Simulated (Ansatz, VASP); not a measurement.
AlCu in VASP and in Ansatz

```
Al Cu
1.0
     2.99751    0.00000    0.00000
     0.00000    2.99751    0.00000
     0.00000    0.00000    2.99751
Al Cu
1 1
Direct
  0.00000 0.00000 0.00000
  0.50000 0.50000 0.50000
```

Alike in both runs: task single point; functional PBEsol; k mesh 16 × 16 × 16; occupations gaussian, width 0.15 eV; no spin polarisation.

```csv
,VASP,Ansatz
version,VASP 6.6.1,Ansatz 0.2.0
potentials or method,"VASP PAW PBE potentials, release 64 (Al, Cu), cutoff 520 eV","scalar-relativistic, plane waves, PAW"
valence electrons in the cell,14,22
```

```tsv
	VASP	Ansatz	Ansatz less VASP
gap on the k mesh at the Fermi level (eV)	none	none	-
pressure (GPa)	-4.5	-4.8	-0.35
```

VASP's potentials were made for PBE, not for PBEsol. A gap of «none» marks a metal or a gap that the smearing closes. With one functional, cell and mesh, what is left measures potentials, basis and numerics. VASP's potentials hold 14 valence electrons a cell and Ansatz's 22, so a difference there can come from the potentials and not from the codes.
